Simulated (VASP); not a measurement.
# CdS (Greenockite): single point with PBEsol

Crystal: CdS (Greenockite).

```xyz
4
Lattice="4.2046 0.0000 0.0000 -2.1023 3.6413 0.0000 0.0000 0.0000 6.8257" Properties=species:S:1:pos:R:3 pbc="T T T"
Cd    2.1023    1.2138    3.4128
Cd    0.0000    2.4275    0.0000
S     2.1023    1.2138    5.9724
S     0.0000    2.4275    2.5596
```

This cell differs from its parent crystal: volume scaled by 1.04.

| Item | Value |
| --- | --- |
| Program | VASP 6.6.1 |
| Task | single point |
| Functional | PBEsol |
| Potentials or basis | VASP PAW PBE potentials, release 64 (Cd, S) |
| Cutoff | 520 eV |
| k mesh | 7 × 7 × 4 |
| Occupations | fermi-dirac, width 0.05 eV |
| Spin | no spin polarisation |
| Dipole correction | no |
| Further INCAR settings | ALGO = Normal; EDIFF = 1e-07; NBANDS = 26 |

```json
{"Pressure": "-2.7 GPa", "Largest force": "0.059 eV/Å", "Band gap on the k mesh": "0.97 eV, direct"}
```

Forces in eV/Å, atoms in the order of the input:
```
Cd   0.000  0.000 -0.059
Cd   0.000  0.000 -0.059
S    0.000  0.000  0.059
S    0.000  0.000  0.059
```

Stress tensor (GPa, compression positive):
```
-2.85  0.00  0.00
 0.00 -2.85  0.00
 0.00  0.00 -2.38
```

Levels at points of the mesh, in eV from the valence-band top:
```csv
k point,band 14,band 15,band 16,band 17,band 18,band 19,band 20,band 21,band 22,band 23
"(0.00, 0.00, 0.00)",-0.72,-0.72,-0.04,0.00,0.00,0.97,2.62,6.37,6.37,6.71
"(0.00, 0.00, 0.50)",-2.42,-0.37,-0.37,-0.37,-0.37,2.65,2.65,6.03,6.03,6.72
```

Wall time 28 s on 1 thread of Intel(R) Xeon(R) 6975P-C (Granite Rapids), on a shared host, peak memory 0.24 GiB.

Caveat: the PAW data sets were made with another functional, which shifts forces and pressure a little.
